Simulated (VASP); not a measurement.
# K (P6_3/mmc) in VASP: single point with PBE

Aim: the single point of K with PBE.

All numbers are computed with VASP 6.6.1; they aren't measurements. Logs are shortened: lines on timing, memory, paths and dates and some standing lists are left out, and cuts for length are marked.

## Step 1: The cell of the first run

It takes space group P6_3/mmc (No. 194, hexagonal). The conventional cell has a = 4.821 Å, b = 4.821 Å, c = 7.692 Å, α = 90.00°, β = 90.00°, γ = 120.00°.

## Step 2: Single point, PBE (strained)

The input, INCAR:

```
PREC = Accurate ; ENCUT = 520
EDIFF = 1E-6 ; ISMEAR = 0
SIGMA = 0.1 ; LREAL = F
LASPH = T ; NELM = 80
ALGO = Normal ; ISIF = 2
LWAVE = F ; LCHARG = T
GGA = PE ; LELF = T
LVHAR = T ; NBANDS = 16
```

The input, KPOINTS:

```
Automatic mesh
0
Gamma
  9 9 6
```

The input, POSCAR:

```
K
1.0
    4.8214497311      0.0000000000      0.0000000000
   -2.4107248655      4.1754979501      0.0000000000
    0.0000000000      0.0000000000      7.6921638248
K
2
Direct
    0.3333333300      0.6666666700      0.2500000000
    0.6666666700      0.3333333300      0.7500000000
```

Potentials or basis: VASP PAW PBE potentials, release 64 (K_sv).

The run is started by

```
$ cat potpaw_PBE.64/K_sv/POTCAR > POTCAR
$ mpirun -np 1 vasp_std > vasp.out
```

OUTCAR:

```text
PREC = Accurate
   ENCUT = 520
   EDIFF = 1E-6
   ISMEAR = 0
   LREAL = F
   LASPH = T
   NELM = 80
   ISIF = 2
   GGA = PE

 ion  position               nearest neighbor table
   1  0.333  0.667  0.250-
   2  0.667  0.333  0.750-

  LATTYP: Found a hexagonal cell.
 ALAT       =     4.8214497311
 C/A-ratio  =     1.5954047545

  Lattice vectors:

 A1 = (   4.8214497311,   0.0000000000,   0.0000000000)
 A2 = (  -2.4107248655,   4.1754979501,   0.0000000000)
 A3 = (   0.0000000000,   0.0000000000,   7.6921638248)

Analysis of symmetry for initial positions (statically):
=====================================================================
 Subroutine PRICEL returns:
 Original cell was already a primitive cell.

 Routine SETGRP: Setting up the symmetry group for a
 hexagonal supercell.

 Subroutine GETGRP returns: Found 24 space group operations
 (whereof 12 operations were pure point group operations)
 out of a pool of 24 trial point group operations.

The static configuration has the point symmetry D_3d.
 The point group associated with its full space group is D_6h.

Analysis of symmetry for dynamics (positions and initial velocities):
=====================================================================
 Subroutine PRICEL returns:
 Original cell was already a primitive cell.

 Routine SETGRP: Setting up the symmetry group for a
 hexagonal supercell.

 Subroutine GETGRP returns: Found 24 space group operations
 (whereof 12 operations were pure point group operations)
 out of a pool of 24 trial point group operations.

The dynamic configuration has the point symmetry D_3d.
 The point group associated with its full space group is D_6h.

 Subroutine INISYM returns: Found 24 space group operations
 (whereof 12 operations are pure point group operations),
 and found     1 'primitive' translations

----------------------------------------------------------------------------------------

                                     Primitive cell

  volume of cell :     154.8583

  direct lattice vectors                    reciprocal lattice vectors
     4.821449731  0.000000000  0.000000000     0.207406497  0.119746197  0.000000000
    -2.410724866  4.175497950  0.000000000     0.000000000  0.239492394  0.000000000
     0.000000000  0.000000000  7.692163825     0.000000000  0.000000000  0.130002431

  length of vectors
     4.821449731  4.821449731  7.692163825     0.239492394  0.239492394  0.130002431

  position of ions in fractional coordinates (direct lattice)
     0.333333330  0.666666670  0.250000000
     0.666666670  0.333333330  0.750000000

  ion indices of the primitive-cell ions
   primitive index   ion index
                 1           1
                 2           2

----------------------------------------------------------------------------------------

 KPOINTS: Automatic mesh

Automatic generation of k-mesh.
 Grid dimensions read from file:
 generate k-points for:    9    9    6

 Generating k-lattice:

  Cartesian coordinates                     Fractional coordinates (reciprocal lattice)
     0.023045166  0.013305133  0.000000000     0.111111111  0.000000000  0.000000000
     0.000000000  0.026610266  0.000000000     0.000000000  0.111111111  0.000000000
     0.000000000  0.000000000  0.021667072     0.000000000  0.000000000  0.166666667

  Length of vectors
     0.026610266  0.026610266  0.021667072

  Shift w.r.t. Gamma in fractional coordinates (k-lattice)
     0.000000000  0.000000000  0.000000000

 Subroutine IBZKPT returns following result:
 ===========================================

 Found     48 irreducible k-points:

 Following reciprocal coordinates:
            Coordinates               Weight
  0.000000  0.000000  0.000000      1.000000
  0.111111 -0.000000  0.000000      6.000000
  0.222222 -0.000000  0.000000      6.000000
  0.333333 -0.000000  0.000000      6.000000
  0.444444 -0.000000  0.000000      6.000000
  0.111111  0.111111  0.000000      6.000000
[... 16 lines left out ...]
  0.333333  0.222222  0.166667     24.000000
  0.333333  0.333333  0.166667      4.000000
 [... further k-points ...]
   k-points           NKPTS =     48   k-points in BZ     NKDIM =     48   number of bands    NBANDS=     16
   number of dos      NEDOS =    301   number of ions     NIONS =      2
   total plane-waves  NPLWV =  77760
   dimension x,y,z NGX =    36 NGY =   36 NGZ =   60
   dimension x,y,z NGXF=    72 NGYF=   72 NGZF=  120
   ions per type =               2
   NGX,Y,Z   is equivalent  to a cutoff of  12.41, 12.41, 12.97 a.u.
   NGXF,Y,Z  is equivalent  to a cutoff of  24.83, 24.83, 25.93 a.u.
 SYSTEM =  unknown system
   PREC   = accura    normal or accurate (medium, high low for compatibility)
   ISTART =      0    job   : 0-new  1-cont  2-samecut
   ICHARG =      2    charge: 1-file 2-atom 10-const
   ISPIN  =      1    spin polarized calculation?
   LNONCOLLINEAR =      F non collinear calculations
   LSORBIT =      F    spin-orbit coupling
   LASPH  =      T    aspherical Exc in radial PAW
   ENCUT  =  520.0 eV  38.22 Ry    6.18 a.u.   8.96  8.96 14.30*2*pi/ulx,y,z
   NELM   =     80;   NELMIN=  2; NELMDL= -5     # of ELM steps
   EDIFF  = 0.1E-05   stopping-criterion for ELM
   LREAL  =      F    real-space projection
   EDIFFG = 0.1E-04   stopping-criterion for IOM
   NSW    =      0    number of steps for IOM
   IBRION =     -1    ionic relax: 0-MD 1-quasi-New 2-CG
   NFREE  =      0    steps in history (QN), initial steepest desc. (CG)
   ISIF   =      2    stress and relaxation
   ISYM   =      2    0-nonsym 1-usesym 2-fastsym
   POTIM  = 0.5000    time-step for ionic-motion
   TEBEG  =    0.0;   TEEND  =   0.0 temperature during run
   PSTRESS=    0.0 pullay stress
   NELECT =      18.0000    total number of electrons
   NUPDOWN=      -1.0000    fix difference up-down
   EMIN   =  10.00;   EMAX   =-10.00  energy-range for DOS
   EFERMI =   0.00;   METHOD = LEGACY
   ISMEAR =     0;   SIGMA  =   0.10  broadening in eV -4-tet -1-fermi 0-gaus
   EFERMI_NEDOS =   21; number of points for ismear=-14 and -15
   IALGO  =     38    algorithm
   IMIX   =      4    mixing-type and parameters
     AMIX     =   0.40;   BMIX     =  1.00
     AMIX_MAG =   1.60;   BMIX_MAG =  1.00
  volume/ion in A,a.u.               =      77.43       522.52
  Fermi-wavevector in a.u.,A,eV,Ry     =   0.798952  1.509801  8.684936  0.638325
  Thomas-Fermi vector in A             =   1.905962
   LORBIT       =      0    0 simple, 1 ext, 2 COOP (PROOUT), +10 PAW based schemes
   GGA     = PE    functional components
   LHFCALC =     F    Hartree Fock is set to
   AEXX    =    0.0000 exact exchange contribution
   IVDW    =     0    specifies the selected vdW correction
   LEPSILON=     F    determine dielectric tensor
   LRPA    =     F    only Hartree local field effects (RPA)
 non-spin polarized calculation
 Gauss-broadening in eV      SIGMA  =   0.10
  energy-cutoff  :      520.00
  volume of cell :      154.86
 maximum number of plane-waves:      4221
 NGX is ok and might be reduce to    36
   NGX = 17   NGY = 17   NGZ = 29

 number of electron      18.0000002 magnetization

 Free energy of the ion-electron system (eV)
  ---------------------------------------------------
  ext. energy  EPLUGINS =         0.00000000
  ---------------------------------------------------
  free energy    TOTEN  =        -2.09237244 eV

  energy without entropy =       -2.08213649  energy(sigma->0) =       -2.08725447

 E-fermi :  -0.2097     XC(G=0):  -5.5280

 val. band max:       -0.2442120904   @ k =   0.4444  -0.0000   0.3333
 cond. band min:      -0.2075053413   @ k =   0.3333   0.1111   0.5000
 fundamental gap:      0.0367067491
 Fermi energy:        -0.2096714884

 k-point     1 :       0.0000    0.0000    0.0000
  band No.  band energies     occupation
      1     -32.3878      2.00000
      2     -32.3846      2.00000
      3     -15.8994      2.00000
      4     -15.8506      2.00000
      5     -15.8506      2.00000
      6     -15.8417      2.00000
[... 8 lines left out ...]
     15       4.1662      0.00000
     16       4.1662      0.00000

 k-point     2 :       0.1111   -0.0000    0.0000
  band No.  band energies     occupation
      1     -32.3875      2.00000
      2     -32.3845      2.00000
      3     -15.8972      2.00000
      4     -15.8550      2.00000
      5     -15.8521      2.00000
      6     -15.8464      2.00000
[... 8 lines left out ...]
     15       4.2181      0.00000
     16       4.2711      0.00000

 k-point     3 :       0.2222   -0.0000    0.0000
  band No.  band energies     occupation
      1     -32.3868      2.00000
      2     -32.3842      2.00000
      3     -15.8912      2.00000
      4     -15.8664      2.00000
      5     -15.8579      2.00000
      6     -15.8557      2.00000
[... 8 lines left out ...]
     15       3.9588      0.00000
     16       4.0921      0.00000

 k-point     4 :       0.3333   -0.0000    0.0000
  band No.  band energies     occupation
      1     -32.3859      2.00000
      2     -32.3840      2.00000
      3     -15.8831      2.00000
      4     -15.8795      2.00000
      5     -15.8707      2.00000
      6     -15.8598      2.00000
[... 8 lines left out ...]
     15       3.8314      0.00000
     16       4.1838      0.00000

 k-point     5 :       0.4444   -0.0000    0.0000
  band No.  band energies     occupation
      1     -32.3852      2.00000
      2     -32.3840      2.00000
      3     -15.8881      2.00000
      4     -15.8789      2.00000
      5     -15.8759      2.00000
      6     -15.8623      2.00000
[... 8 lines left out ...]
     15       3.6905      0.00000
     16       4.3789      0.00000

 k-point     6 :       0.1111    0.1111    0.0000
  band No.  band energies     occupation
      1     -32.3870      2.00000
      2     -32.3843      2.00000
      3     -15.8931      2.00000
      4     -15.8618      2.00000
      5     -15.8579      2.00000
      6     -15.8515      2.00000
[... 8 lines left out ...]
     15       4.0472      0.00000
     16       4.0699      0.00000

 k-point     7 :       0.2222    0.1111    0.0000
  band No.  band energies     occupation
      1     -32.3862      2.00000
      2     -32.3841      2.00000
      3     -15.8860      2.00000
      4     -15.8729      2.00000
      5     -15.8679      2.00000
      6     -15.8575      2.00000
[... 8 lines left out ...]
     15       3.6788      0.00000
     16       4.1553      0.00000

 k-point     8 :       0.3333    0.1111    0.0000
  band No.  band energies     occupation
      1     -32.3853      2.00000
      2     -32.3840      2.00000
      3     -15.8837      2.00000
      4     -15.8778      2.00000
      5     -15.8757      2.00000
      6     -15.8630      2.00000
[... 8 lines left out ...]
     15       3.4693      0.00000
     16       3.9561      0.00000

 k-point     9 :       0.4444    0.1111    0.0000
  band No.  band energies     occupation
      1     -32.3849      2.00000
      2     -32.3840      2.00000
      3     -15.8879      2.00000
      4     -15.8787      2.00000
      5     -15.8733      2.00000
      6     -15.8650      2.00000
[... 8 lines left out ...]
     15       3.3989      0.00000
     16       3.7222      0.00000
[... 172 lines left out ...]
 k-point    19 :       0.2222    0.1111    0.1667
  band No.  band energies     occupation
      1     -32.3860      2.00000
      2     -32.3842      2.00000
      3     -15.8864      2.00000
      4     -15.8712      2.00000
      5     -15.8680      2.00000
      6     -15.8581      2.00000
[... 8 lines left out ...]
     15       3.5746      0.00000
     16       4.2310      0.00000

 k-point    20 :       0.3333    0.1111    0.1667
  band No.  band energies     occupation
      1     -32.3852      2.00000
      2     -32.3841      2.00000
      3     -15.8876      2.00000
      4     -15.8792      2.00000
      5     -15.8712      2.00000
      6     -15.8623      2.00000
[... 8 lines left out ...]
     15       3.3906      0.00000
     16       4.0748      0.00000

 k-point    21 :       0.4444    0.1111    0.1667
  band No.  band energies     occupation
      1     -32.3849      2.00000
      2     -32.3841      2.00000
      3     -15.8906      2.00000
      4     -15.8820      2.00000
      5     -15.8701      2.00000
      6     -15.8630      2.00000
[... 8 lines left out ...]
     15       3.3548      0.00000
     16       3.9008      0.00000

 k-point    22 :       0.2222    0.2222    0.1667
  band No.  band energies     occupation
      1     -32.3853      2.00000
      2     -32.3841      2.00000
      3     -15.8840      2.00000
      4     -15.8791      2.00000
      5     -15.8691      2.00000
      6     -15.8643      2.00000
[... 8 lines left out ...]
     15       2.8390      0.00000
     16       4.1942      0.00000

 k-point    23 :       0.3333    0.2222    0.1667
  band No.  band energies     occupation
      1     -32.3847      2.00000
      2     -32.3841      2.00000
      3     -15.8855      2.00000
      4     -15.8801      2.00000
      5     -15.8721      2.00000
      6     -15.8645      2.00000
[... 8 lines left out ...]
     15       2.8737      0.00000
     16       3.8424      0.00000

 k-point    24 :       0.3333    0.3333    0.1667
  band No.  band energies     occupation
      1     -32.3843      2.00000
      2     -32.3843      2.00000
      3     -15.8808      2.00000
      4     -15.8784      2.00000
      5     -15.8784      2.00000
      6     -15.8652      2.00000
[... 8 lines left out ...]
     15       3.0695      0.00000
     16       4.0026      0.00000

 [... further k-points ...]

------------------------ aborting loop because EDIFF is reached ----------------------------------------

  FORCE on cell =-STRESS in cart. coord.  units (eV):
  Direction    XX          YY          ZZ          XY          YZ          ZX
  --------------------------------------------------------------------------------------
  -------------------------------------------------------------------------------------
  Total       -0.2118774     -0.2118774     -0.0287963     -0.0000000     -0.0000000      0.0000000
  in kB       -2.1921018     -2.1921018     -0.2979287     -0.0000000     -0.0000000      0.0000000
  external PRESSURE =      -1.5607108 kB  Pullay stress =       0.0000000 kB

 VOLUME and BASIS-vectors are now :
 -----------------------------------------------------------------------------
  energy-cutoff  :      520.00
  volume of cell :      154.86
      direct lattice vectors                 reciprocal lattice vectors
     4.821449731  0.000000000  0.000000000     0.207406497  0.119746197  0.000000000
    -2.410724866  4.175497950  0.000000000     0.000000000  0.239492394  0.000000000
     0.000000000  0.000000000  7.692163825     0.000000000  0.000000000  0.130002431

 POSITION                                       TOTAL-FORCE (eV/Angst)
 -----------------------------------------------------------------------------------
     -0.00000      2.78367      1.92304        -0.000000      0.000000      0.000000
      2.41072      1.39183      5.76912         0.000000     -0.000000      0.000000
 -----------------------------------------------------------------------------------
    total drift:                               -0.000006      0.000003     -0.000000

  FREE ENERGIE OF THE ION-ELECTRON SYSTEM (eV)
  ---------------------------------------------------
  free  energy   TOTEN  =        -2.0923724424 eV

  energy  without entropy=       -2.0821364931  energy(sigma->0) =       -2.08725447
```

Wall time 88 s (1 thread of Intel Xeon Platinum 8259CL at 2.50GHz (Skylake/Cascade Lake), shared host); peak memory 0.29 GiB.

Results:

```yaml
Free_energy: -2.0924 eV
Pressure: -0.2 GPa
Band_gap_on_the_k_mesh: zero (band 9 reaches 0.95 eV, above the bottom of band 10 at -1.61 eV)
```

Stress tensor (GPa, compression positive):
```
-0.22  0.00  0.00
 0.00 -0.22  0.00
 0.00  0.00 -0.03
```

Caveat: the cell differs from its parent crystal (strained).
